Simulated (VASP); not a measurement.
Wanted: the native input for a VASP 6.6.1 run.

```yaml
Task: relaxation of cell and atoms
Functional: PBE
Dispersion: D3(BJ)
Potentials_or_basis: VASP PAW PBE potentials, release 64 (Al, Fe)
Cutoff: 600 eV
k_mesh: 14 × 14 × 14
Occupations: gaussian, width 0.1 eV
Spin: collinear spin, ferromagnetic start
Starting_moments: "[0.0, 0.77] μB"
Dipole_correction: no
Further_INCAR_settings: ALGO = Fast; EDIFF = 1e-06; IBRION = 2; EDIFFG = -0.005; NSW = 70; ISIF = 3
```

The structure of AlFe lies in POSCAR:

```
AlFe
1.0
    2.8743309089      0.0000000000      0.0000000000
    0.0000000000      2.8743309089      0.0000000000
    0.0000000000      0.0000000000      2.8743309089
Al Fe
1 1
Direct
    0.0000000000      0.0000000000      0.0000000000
    0.5000000000      0.5000000000      0.5000000000
```

These files were run (other wordings do the same):

INCAR

```
PREC = Accurate ; ENCUT = 600
EDIFF = 1E-6 ; ISMEAR = 0
SIGMA = 0.1 ; LREAL = False
LASPH = True ; NELM = 150
ALGO = Fast ; ISIF = 3
LWAVE = False ; LCHARG = False
ISPIN = 2 ; MAGMOM = 0 0.77
LORBIT = 11 ; LMAXMIX = 4
GGA = PE ; IVDW = 12
IBRION = 2 ; NSW = 70
EDIFFG = -0.005
```

KPOINTS

```
Automatic mesh
0
Gamma
  14 14 14
```

Potentials or basis: VASP PAW PBE potentials, release 64 (Al, Fe).

Command:

```sh
$ cat potpaw_PBE.64/Al/POTCAR potpaw_PBE.64/Fe/POTCAR > POTCAR
$ mpirun -np 1 vasp_std > vasp.out
```

Results of the run:

```json
{"Relaxed volume": "11.50 Å³/atom", "Relaxed cell": "a = 2.844 Å, b = 2.844 Å, c = 2.844 Å, α = 90.00°, β = 90.00°, γ = 90.00°", "Space group after relaxing (to 0.05 Å)": "Pm-3m (No. 221)", "Energy gained by relaxing": "7.0 meV/atom", "Ionic steps": "3", "Pressure after relaxing": "0.0 GPa", "Net moment": "0.65 μB per cell", "Site moments": "Al -0.02; Fe +0.69 μB", "Valence electrons inside the program's atomic spheres": "Al 0.86; Fe 7.49", "Dispersion energy per atom": "-0.415 eV"}
```

Caveat: pairwise dispersion overbinds metals, which lowers pressure and volume.

Wall time 110 s on 1 thread of Oxide Virtual Turin-like Processor (shared host), peak memory 0.18 GiB.
